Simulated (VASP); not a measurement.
Input of a VASP 6.6.1 run:

File POSCAR:

```
NbAs
1.0
    0.0000000000      2.9260236880      2.9260236880
    2.9260236880      0.0000000000      2.9260236880
    2.9260236880      2.9260236880      0.0000000000
Nb As
1 1
Direct
    0.0000000000      0.0000000000      0.0000000000
    0.2500000000      0.2500000000      0.2500000000
```

The input INCAR.step1:

```
ALGO = Normal ; EDIFF = 1E-4
ENCUT = 520 ; GGA = PE
ISMEAR = 0 ; ISPIN = 2
LASPH = True ; LCHARG = False
LMAXMIX = 4 ; LREAL = False
LWAVE = True ; MAGMOM = 0.79 -0.05
NBANDS = 20 ; NELM = 150
NUPDOWN = 1.0 ; PREC = Accurate
SIGMA = 0.1
```

INCAR.step2

```
ALGO = Normal ; EDIFF = 1E-6
ENCUT = 520 ; ISIF = 2
ISMEAR = 0 ; ISPIN = 2
ISTART = 1 ; LASPH = True
LCHARG = True ; LELF = True
LMAXMIX = 4 ; LMIXTAU = True
LORBIT = 11 ; LREAL = False
LVHAR = True ; LWAVE = False
MAGMOM = 0.79 -0.05 ; METAGGA = R2SCAN
NBANDS = 20 ; NELM = 150
NUPDOWN = 1.0 ; PREC = Accurate
SIGMA = 0.1
```

The input KPOINTS:

```
k-points
0
Gamma
  12 12 12
```

Potentials or basis: VASP PAW PBE potentials, release 64 (Nb_sv, As).

The run is started by

```sh
$ cat potpaw_PBE.64/Nb_sv/POTCAR potpaw_PBE.64/As/POTCAR > POTCAR
$ cp INCAR.step1 INCAR
$ mpirun -np 1 vasp_std > vasp.out
$ cp INCAR.step2 INCAR
$ mpirun -np 1 vasp_std > vasp.out
```

(1) Predict the pressure.

## Answers

(1) -1.5 GPa.

Caveat: the PAW data sets were made with another functional, which shifts forces and pressure a little; the total moment is fixed, so each spin has its own Fermi level and the state may be an excited one.
